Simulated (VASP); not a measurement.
Write the native input for VASP 6.6.1 that does the following.

```yaml
Task: single point
Functional: PBEsol
Potentials_or_basis: VASP PAW PBE potentials, release 64 (Cs_sv)
Cutoff: 520 eV
k_mesh: 8 × 8 × 4
Occupations: fermi-dirac, width 0.1 eV
Spin: no spin polarisation
Dipole_correction: no
Further_INCAR_settings: ALGO = Normal; EDIFF = 1e-06; NBANDS = 16
```

The structure of Cs lies in POSCAR:

```
Cs
1.0
    5.4563448774      0.0000000000      0.0000000000
   -2.7281724387      4.7253332756      0.0000000000
    0.0000000000      0.0000000000      8.9102111847
Cs
2
Direct
    0.3333333333      0.6666666667      0.2500000000
    0.6666666667      0.3333333333      0.7500000000
```

This isn't the form of Cs at room conditions, which is bcc.

These files were run (other wordings do the same):

INCAR

```
PREC = Accurate
ENCUT = 520
EDIFF = 1E-6
ISMEAR = -1
SIGMA = 0.1
LREAL = False
LASPH = True
NELM = 60
ALGO = Normal
ISIF = 2
LWAVE = False
LCHARG = False
GGA = PS
NBANDS = 16
```

KPOINTS

```
regular mesh
0
Gamma
  8 8 4
```

Potentials or basis: VASP PAW PBE potentials, release 64 (Cs_sv).

Command:

```console
$ cat potpaw_PBE.64/Cs_sv/POTCAR > POTCAR
$ mpirun -np 1 vasp_std > vasp.out
```

It gave:

| Property | Result |
| --- | --- |
| Pressure | -0.1 GPa |
| Band gap on the k mesh | zero (bands 9 and 10 overlap by 1.65 eV) |

Caveat: the PAW data sets were made with another functional, which shifts forces and pressure a little; spin-orbit coupling is left out, which moves the levels of the heavy elements.

It took 42 s on 1 thread of Intel(R) Xeon(R) 6975P-C (Granite Rapids), with other jobs on the host, peak memory 0.36 GiB.
